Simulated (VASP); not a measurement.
A run of VASP 6.6.1:

The input INCAR:

```
PREC = Accurate ; ENCUT = 600
EDIFF = 1E-7 ; ISMEAR = -1
SIGMA = 0.1 ; LREAL = False
LASPH = True ; NELM = 100
ALGO = Normal ; ISIF = 3
LWAVE = False ; LCHARG = False
GGA = PE ; IBRION = 2
NSW = 60 ; EDIFFG = -0.005
```

KPOINTS

```
Automatic mesh
0
Gamma
  11 11 11
```

POSCAR

```
ZnSe
1.0
    0.0000000000      2.8798249876      2.8798249876
    2.8798249876      0.0000000000      2.8798249876
    2.8798249876      2.8798249876      0.0000000000
Zn Se
1 1
Direct
    0.0000000000      0.0000000000      0.0000000000
    0.2500000000      0.2500000000      0.2500000000
```

Potentials or basis: VASP PAW PBE potentials, release 64 (Zn, Se).

Run with:

```console
$ cat potpaw_PBE.64/Zn/POTCAR potpaw_PBE.64/Se/POTCAR > POTCAR
$ mpirun -np 1 vasp_std > vasp.out
```

Hardware: 1 thread of AMD EPYC 7R43 64-Core Processor (Zen 3), on a shared host.

Q: How long does it take, and how much memory?

A: Wall time 2.3 min on 1 thread of AMD EPYC 7R43 64-Core Processor (Zen 3) (shared host), peak memory 0.2 GiB. Counts: scf iterations 28, k points 56, ion steps 3.
